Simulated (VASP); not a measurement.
# Al (I4/mmm) in VASP: further runs

Runs on Al. Level: PBE. Tasks: single point.

All numbers are computed with VASP 6.6.1; they aren't measurements. Logs are shortened: lines on timing, memory, paths and dates and some standing lists are left out, and cuts for length are marked.

## 1. The cell of the first run

Symmetry: I4/mmm, No. 139, tetragonal system. The conventional cell has a = 3.370 Å, b = 3.370 Å, c = 2.902 Å, α = 90.00°, β = 90.00°, γ = 90.00°. Within 3.7 Å of Al (site symmetry 4/mmm) lie 14 Al at 2.79 to 3.37 Å.

## 2. Single point, PBE (volume 16.476 Å^3 an atom, c/a of the conventional cell 0.8612)

INCAR

```
  ALGO = Normal
  EDIFF = 1E-7
  ENCUT = 520
  GGA = PE
  ISIF = 2
  ISMEAR = 0
  LASPH = T
  LCHARG = F
  LREAL = F
  LWAVE = F
  NBANDS = 8
  NELM = 80
  PREC = Accurate
  SIGMA = 0.15
```

KPOINTS

```
k-points
0
Gamma
  22 22 22
```

POSCAR

```
Al
1.0
   -1.6848552296      1.6848552296      1.4509973238
    1.6848552296     -1.6848552296      1.4509973238
    1.6848552296      1.6848552296     -1.4509973238
Al
1
Direct
    0.0000000000      0.0000000000      0.0000000000
```

Potentials or basis: VASP PAW PBE potentials, release 64 (Al).

Command:

```
$ cat potpaw_PBE.64/Al/POTCAR > POTCAR
$ mpirun -np 1 vasp_std > vasp.out
```

OUTCAR:

```text
EDIFF = 1E-7
   ENCUT = 520
   GGA = PE
   ISIF = 2
   ISMEAR = 0
   LASPH = T
   LREAL = F
   NELM = 80
   PREC = Accurate

 ion  position               nearest neighbor table
   1  0.000  0.000  0.000-

  LATTYP: Found a body centered tetragonal cell.
 ALAT       =     3.3697104592
 C/A-ratio  =     0.8612000000

  Lattice vectors:

 A1 = (  -1.6848552296,   1.6848552296,   1.4509973238)
 A2 = (   1.6848552296,  -1.6848552296,   1.4509973238)
 A3 = (   1.6848552296,   1.6848552296,  -1.4509973238)

Analysis of symmetry for initial positions (statically):
=====================================================================
 Subroutine PRICEL returns:
 Original cell was already a primitive cell.

 Routine SETGRP: Setting up the symmetry group for a
 body centered tetragonal supercell.

 Subroutine GETGRP returns: Found 16 space group operations
 (whereof 16 operations were pure point group operations)
 out of a pool of 16 trial point group operations.

The static configuration has the point symmetry D_4h.

Analysis of symmetry for dynamics (positions and initial velocities):
=====================================================================
 Subroutine PRICEL returns:
 Original cell was already a primitive cell.

 Routine SETGRP: Setting up the symmetry group for a
 body centered tetragonal supercell.

 Subroutine GETGRP returns: Found 16 space group operations
 (whereof 16 operations were pure point group operations)
 out of a pool of 16 trial point group operations.

The dynamic configuration has the point symmetry D_4h.

 Subroutine INISYM returns: Found 16 space group operations
 (whereof 16 operations are pure point group operations),
 and found     1 'primitive' translations

----------------------------------------------------------------------------------------

                                     Primitive cell

  volume of cell :      16.4760

  direct lattice vectors                    reciprocal lattice vectors
    -1.684855230  1.684855230  1.450997324     0.000000000  0.296761402  0.344590574
     1.684855230 -1.684855230  1.450997324     0.296761402  0.000000000  0.344590574
     1.684855230  1.684855230 -1.450997324     0.296761402  0.296761402  0.000000000

  length of vectors
     2.789779117  2.789779117  2.789779117     0.454763667  0.454763667  0.419683999

  position of ions in fractional coordinates (direct lattice)
     0.000000000  0.000000000  0.000000000

  ion indices of the primitive-cell ions
   primitive index   ion index
                 1           1

----------------------------------------------------------------------------------------

 KPOINTS: k-points

Automatic generation of k-mesh.
 Grid dimensions read from file:
 generate k-points for:   22   22   22

 Generating k-lattice:

  Cartesian coordinates                     Fractional coordinates (reciprocal lattice)
     0.000000000  0.013489155  0.015663208     0.045454545  0.000000000  0.000000000
     0.013489155  0.000000000  0.015663208     0.000000000  0.045454545  0.000000000
     0.013489155  0.013489155  0.000000000     0.000000000  0.000000000  0.045454545

  Length of vectors
     0.020671076  0.020671076  0.019076545

  Shift w.r.t. Gamma in fractional coordinates (k-lattice)
     0.000000000  0.000000000  0.000000000

 Subroutine IBZKPT returns following result:
 ===========================================

 Found    834 irreducible k-points:

 Following reciprocal coordinates:
            Coordinates               Weight
  0.000000  0.000000  0.000000      1.000000
  0.045455  0.000000 -0.000000      8.000000
  0.090909  0.000000 -0.000000      8.000000
  0.136364  0.000000 -0.000000      8.000000
  0.181818  0.000000 -0.000000      8.000000
  0.227273  0.000000 -0.000000      8.000000
[... 16 lines left out ...]
  0.500000  0.045455 -0.000000     16.000000
 -0.454545  0.045455  0.000000     16.000000
 [... further k-points ...]
   k-points           NKPTS =    834   k-points in BZ     NKDIM =    834   number of bands    NBANDS=      8
   number of dos      NEDOS =    301   number of ions     NIONS =      1
   total plane-waves  NPLWV =  13824
   dimension x,y,z NGX =    24 NGY =   24 NGZ =   24
   dimension x,y,z NGXF=    48 NGYF=   48 NGZF=   48
   ions per type =               1
   NGX,Y,Z   is equivalent  to a cutoff of  14.30, 14.30, 14.30 a.u.
   NGXF,Y,Z  is equivalent  to a cutoff of  28.60, 28.60, 28.60 a.u.
 SYSTEM =  unknown system
   PREC   = accura    normal or accurate (medium, high low for compatibility)
   ISTART =      0    job   : 0-new  1-cont  2-samecut
   ICHARG =      2    charge: 1-file 2-atom 10-const
   ISPIN  =      1    spin polarized calculation?
   LNONCOLLINEAR =      F non collinear calculations
   LSORBIT =      F    spin-orbit coupling
   LASPH  =      T    aspherical Exc in radial PAW
   ENCUT  =  520.0 eV  38.22 Ry    6.18 a.u.   5.19  5.19  5.19*2*pi/ulx,y,z
   NELM   =     80;   NELMIN=  2; NELMDL= -5     # of ELM steps
   EDIFF  = 0.1E-06   stopping-criterion for ELM
   LREAL  =      F    real-space projection
   EDIFFG = 0.1E-05   stopping-criterion for IOM
   NSW    =      0    number of steps for IOM
   IBRION =     -1    ionic relax: 0-MD 1-quasi-New 2-CG
   NFREE  =      0    steps in history (QN), initial steepest desc. (CG)
   ISIF   =      2    stress and relaxation
   ISYM   =      2    0-nonsym 1-usesym 2-fastsym
   POTIM  = 0.5000    time-step for ionic-motion
   TEBEG  =    0.0;   TEEND  =   0.0 temperature during run
   PSTRESS=    0.0 pullay stress
   NELECT =       3.0000    total number of electrons
   NUPDOWN=      -1.0000    fix difference up-down
   EMIN   =  10.00;   EMAX   =-10.00  energy-range for DOS
   EFERMI =   0.00;   METHOD = LEGACY
   ISMEAR =     0;   SIGMA  =   0.15  broadening in eV -4-tet -1-fermi 0-gaus
   EFERMI_NEDOS =   21; number of points for ismear=-14 and -15
   IALGO  =     38    algorithm
   IMIX   =      4    mixing-type and parameters
     AMIX     =   0.40;   BMIX     =  1.00
     AMIX_MAG =   1.60;   BMIX_MAG =  1.00
  volume/ion in A,a.u.               =      16.48       111.19
  Fermi-wavevector in a.u.,A,eV,Ry     =   0.927893  1.753464 11.714423  0.860986
  Thomas-Fermi vector in A             =   2.054012
   LORBIT       =      0    0 simple, 1 ext, 2 COOP (PROOUT), +10 PAW based schemes
   GGA     = PE    functional components
   LHFCALC =     F    Hartree Fock is set to
   AEXX    =    0.0000 exact exchange contribution
   IVDW    =     0    specifies the selected vdW correction
   LEPSILON=     F    determine dielectric tensor
   LRPA    =     F    only Hartree local field effects (RPA)
 non-spin polarized calculation
 Gauss-broadening in eV      SIGMA  =   0.15
  energy-cutoff  :      520.00
  volume of cell :       16.48
 maximum number of plane-waves:       458
 NGX is ok and might be reduce to    24
   NGX = 11   NGY = 11   NGZ = 11

 number of electron       3.0000000 magnetization

 Free energy of the ion-electron system (eV)
  ---------------------------------------------------
  ext. energy  EPLUGINS =         0.00000000
  ---------------------------------------------------
  free energy    TOTEN  =        -3.66693771 eV

  energy without entropy =       -3.66192158  energy(sigma->0) =       -3.66442965

 E-fermi :   8.0075     XC(G=0): -10.2023

 val. band max:        8.0055207373   @ k =  -0.4091  -0.4091   0.4091
 cond. band min:       8.0096039293   @ k =  -0.3636  -0.3636   0.2273
 fundamental gap:      0.0040831920
 Fermi energy:         8.0074558137

 k-point     1 :       0.0000    0.0000    0.0000
  band No.  band energies     occupation
      1      -3.1318      2.00000
      2      19.1104      0.00000
      3      21.2912      0.00000
      4      21.2912      0.00000
      5      22.2144      0.00000
      6      22.8668      0.00000
      7      22.8668      0.00000
      8      24.1783      0.00000

 k-point     2 :       0.0455    0.0000   -0.0000
  band No.  band energies     occupation
      1      -3.0685      2.00000
      2      18.7596      0.00000
      3      20.8429      0.00000
      4      21.6112      0.00000
      5      21.7671      0.00000
      6      22.5939      0.00000
      7      22.8369      0.00000
      8      24.4197      0.00000

 k-point     3 :       0.0909    0.0000   -0.0000
  band No.  band energies     occupation
      1      -2.8789      2.00000
      2      18.0919      0.00000
      3      19.9924      0.00000
      4      20.2252      0.00000
      5      21.2906      0.00000
      6      23.0214      0.00000
      7      23.2302      0.00000
      8      24.5213      0.00000

 k-point     4 :       0.1364    0.0000   -0.0000
  band No.  band energies     occupation
      1      -2.5634      2.00000
      2      17.4136      0.00000
      3      18.1135      0.00000
      4      19.4783      0.00000
      5      20.3586      0.00000
      6      22.8614      0.00000
      7      24.1856      0.00000
      8      24.8703      0.00000

 k-point     5 :       0.1818    0.0000   -0.0000
  band No.  band energies     occupation
      1      -2.1230      2.00000
      2      16.1378      0.00000
      3      16.8045      0.00000
      4      18.8548      0.00000
      5      19.4083      0.00000
      6      22.1318      0.00000
      7      25.1948      0.00000
      8      25.5473      0.00000
[... 177 lines left out ...]
 k-point    22 :       0.4545    0.0455   -0.0000
  band No.  band energies     occupation
      1       3.7290      2.00000
      2       5.0854      2.00000
      3      14.4812      0.00000
      4      15.5722      0.00000
      5      17.3853      0.00000
      6      19.4375      0.00000
      7      27.0913      0.00000
      8      30.7629      0.00000

 k-point    23 :       0.5000    0.0455   -0.0000
  band No.  band energies     occupation
      1       3.5662      2.00000
      2       5.2642      2.00000
      3      14.3117      0.00000
      4      15.7484      0.00000
      5      17.2978      0.00000
      6      19.5564      0.00000
      7      27.6964      0.00000
      8      30.1794      0.00000

 k-point    24 :      -0.4545    0.0455    0.0000
  band No.  band energies     occupation
      1       2.4104      2.00000
      2       6.6560      2.00000
      3      14.2527      0.00000
      4      16.0287      0.00000
      5      17.3096      0.00000
      6      19.8037      0.00000
      7      27.9679      0.00000
      8      30.1040      0.00000

 [... further k-points ...]
[... 5 lines left out ...]
  --------------------------------------------------------------------------------------
  -------------------------------------------------------------------------------------
  Total        0.2669210      0.2669210      0.0874245      0.0000000      0.0000000      0.0000000
  in kB       25.9562263     25.9562263      8.5014340      0.0000000      0.0000000      0.0000000
  external PRESSURE =      20.1379622 kB  Pullay stress =       0.0000000 kB

 VOLUME and BASIS-vectors are now :
 -----------------------------------------------------------------------------
  energy-cutoff  :      520.00
  volume of cell :       16.48
      direct lattice vectors                 reciprocal lattice vectors
    -1.684855230  1.684855230  1.450997324     0.000000000  0.296761402  0.344590574
     1.684855230 -1.684855230  1.450997324     0.296761402  0.000000000  0.344590574
     1.684855230  1.684855230 -1.450997324     0.296761402  0.296761402  0.000000000

 POSITION                                       TOTAL-FORCE (eV/Angst)
 -----------------------------------------------------------------------------------
      0.00000      0.00000      0.00000         0.000000      0.000000      0.000000
 -----------------------------------------------------------------------------------
    total drift:                                0.000000      0.000000      0.000000

  FREE ENERGIE OF THE ION-ELECTRON SYSTEM (eV)
  ---------------------------------------------------
  free  energy   TOTEN  =        -3.6669377099 eV

  energy  without entropy=       -3.6619215811  energy(sigma->0) =       -3.66442965
```

It took 47 s on 1 thread of Intel Xeon Platinum 8488C (Sapphire Rapids), shared host; peak memory 0.21 GiB.

Results:

* Free energy: -3.6669 eV
* Pressure: 2.0 GPa

Stress tensor (GPa, compression positive):
```
2.60 0.00 0.00
0.00 2.60 0.00
0.00 0.00 0.85
```

## 3. Single point, PBE (volume 16.476 Å^3 an atom, c/a of the conventional cell 1.5658)

INCAR

```
PREC     = Accurate       # precision mode
ENCUT    = 520            # plane-wave cutoff, eV
EDIFF    = 1E-7           # SCF threshold, eV
ISMEAR   = 0              # smearing method
SIGMA    = 0.15           # smearing width, eV
LREAL    = F              # projectors in reciprocal space
LASPH    = T              # aspherical terms in the spheres
NELM     = 100            # most SCF steps
ALGO     = Fast           # electronic algorithm
ISIF     = 2              # what is computed and relaxed
LWAVE    = F              # write WAVECAR
LCHARG   = T              # write CHGCAR
GGA      = PE             # functional
LELF     = T              # ELF
LVHAR    = T            
NBANDS   = 8              # bands
```

KPOINTS

```
Automatic mesh
0
Gamma
  22 22 22
```

POSCAR

```
Al
1.0
   -1.3804430706      1.3804430706      2.1614977600
    1.3804430706     -1.3804430706      2.1614977600
    1.3804430706      1.3804430706     -2.1614977600
Al
1
Direct
    0.0000000000      0.0000000000      0.0000000000
```

Potentials or basis: VASP PAW PBE potentials, release 64 (Al).

Command:

```
$ cat potpaw_PBE.64/Al/POTCAR > POTCAR
$ mpirun -np 1 vasp_std > vasp.out
```

OUTCAR:

```text
PREC = Accurate
   ENCUT = 520
   EDIFF = 1E-7
   ISMEAR = 0
   LREAL = F
   LASPH = T
   NELM = 100
   ISIF = 2
   GGA = PE

 ion  position               nearest neighbor table
   1  0.000  0.000  0.000-

  LATTYP: Found a body centered tetragonal cell.
 ALAT       =     2.7608861412
 C/A-ratio  =     1.5658000000

  Lattice vectors:

 A1 = (  -1.3804430706,   1.3804430706,   2.1614977600)
 A2 = (   1.3804430706,  -1.3804430706,   2.1614977600)
 A3 = (   1.3804430706,   1.3804430706,  -2.1614977600)

Analysis of symmetry for initial positions (statically):
=====================================================================
 Subroutine PRICEL returns:
 Original cell was already a primitive cell.

 Routine SETGRP: Setting up the symmetry group for a
 body centered tetragonal supercell.

 Subroutine GETGRP returns: Found 16 space group operations
 (whereof 16 operations were pure point group operations)
 out of a pool of 16 trial point group operations.

The static configuration has the point symmetry D_4h.

[... 161 lines left out ...]

 val. band max:        8.0010494452   @ k =  -0.4545   0.5000   0.1364
 cond. band min:       8.0204022130   @ k =  -0.3636  -0.4545   0.3182
 fundamental gap:      0.0193527678
 Fermi energy:         8.0124730973

 k-point     1 :       0.0000    0.0000    0.0000
  band No.  band energies     occupation
      1      -3.1289      2.00000
      2      19.9950      0.00000
      3      21.1573      0.00000
      4      21.1573      0.00000
      5      22.1222      0.00000
      6      22.1222      0.00000
      7      22.3163      0.00000
      8      24.6503      0.00000
[... 243 lines left out ...]
 k-point    24 :      -0.4545    0.0455    0.0000
  band No.  band energies     occupation
      1       2.1496      2.00000
      2       5.2245      2.00000
      3      16.9748      0.00000
      4      18.8876      0.00000
      5      20.0566      0.00000
      6      20.6454      0.00000
      7      24.1966      0.00000
      8      24.7957      0.00000

 [... further k-points ...]

------------------------ aborting loop because EDIFF is reached ----------------------------------------

  FORCE on cell =-STRESS in cart. coord.  units (eV):
  Direction    XX          YY          ZZ          XY          YZ          ZX
  --------------------------------------------------------------------------------------
  -------------------------------------------------------------------------------------
  Total        0.2813269      0.2813269     -0.3154141      0.0000000     -0.0000000      0.0000000
  in kB       27.3570957     27.3570957    -30.6718408      0.0000000     -0.0000000      0.0000000
  external PRESSURE =       8.0141169 kB  Pullay stress =       0.0000000 kB

 VOLUME and BASIS-vectors are now :
 -----------------------------------------------------------------------------
  energy-cutoff  :      520.00
  volume of cell :       16.48
      direct lattice vectors                 reciprocal lattice vectors
    -1.380443071  1.380443071  2.161497760     0.000000000  0.362202550  0.231321082
     1.380443071 -1.380443071  2.161497760     0.362202550  0.000000000  0.231321082
     1.380443071  1.380443071 -2.161497760     0.362202550  0.362202550  0.000000000

 POSITION                                       TOTAL-FORCE (eV/Angst)
 -----------------------------------------------------------------------------------
      0.00000      0.00000      0.00000        -0.000000      0.000000     -0.000000
 -----------------------------------------------------------------------------------
    total drift:                                0.000000      0.000000      0.000000

  FREE ENERGIE OF THE ION-ELECTRON SYSTEM (eV)
  ---------------------------------------------------
  free  energy   TOTEN  =        -3.7285851798 eV

  energy  without entropy=       -3.7241412290  energy(sigma->0) =       -3.72636320
```

OSZICAR:

```text
N       E                     dE             d eps       ncg     rms          rms(c)
DAV:   1    -0.233998058210E+01   -0.23400E+01   -0.85840E+02 13392   0.204E+02
DAV:   2    -0.374324407083E+01   -0.14033E+01   -0.13574E+01 18784   0.187E+01
DAV:   3    -0.375039269508E+01   -0.71486E-02   -0.71447E-02 16952   0.148E+00
DAV:   4    -0.375041007182E+01   -0.17377E-04   -0.17376E-04 20680   0.656E-02
DAV:   5    -0.375041010768E+01   -0.35853E-07   -0.35783E-07 17048   0.177E-03    0.130E+00
RMM:   6    -0.373775682346E+01    0.12653E-01   -0.10437E-03 13352   0.183E-01    0.762E-01
RMM:   7    -0.372856860914E+01    0.91882E-02   -0.33730E-03 15752   0.315E-01    0.122E-01
RMM:   8    -0.372858415075E+01   -0.15542E-04   -0.15566E-04 14934   0.786E-02    0.226E-02
RMM:   9    -0.372858624487E+01   -0.20941E-05   -0.22429E-05 15455   0.291E-02    0.127E-02
RMM:  10    -0.372858545464E+01    0.79023E-06   -0.47693E-06 15889   0.135E-02    0.206E-02
RMM:  11    -0.372858524363E+01    0.21101E-06   -0.93756E-07 15680   0.528E-03    0.576E-03
RMM:  12    -0.372858517980E+01    0.63833E-07   -0.30840E-07 14394   0.321E-03
   1 F= -.37285852E+01 E0= -.37263632E+01  d E =-.444395E-02
```

Wall time 59 s (1 thread of Intel Xeon Platinum 8488C (Sapphire Rapids), shared host); peak memory 0.21 GiB.

Results:

| Item | Value |
| --- | --- |
| Free energy | -3.7286 eV |
| Pressure | 0.8 GPa |
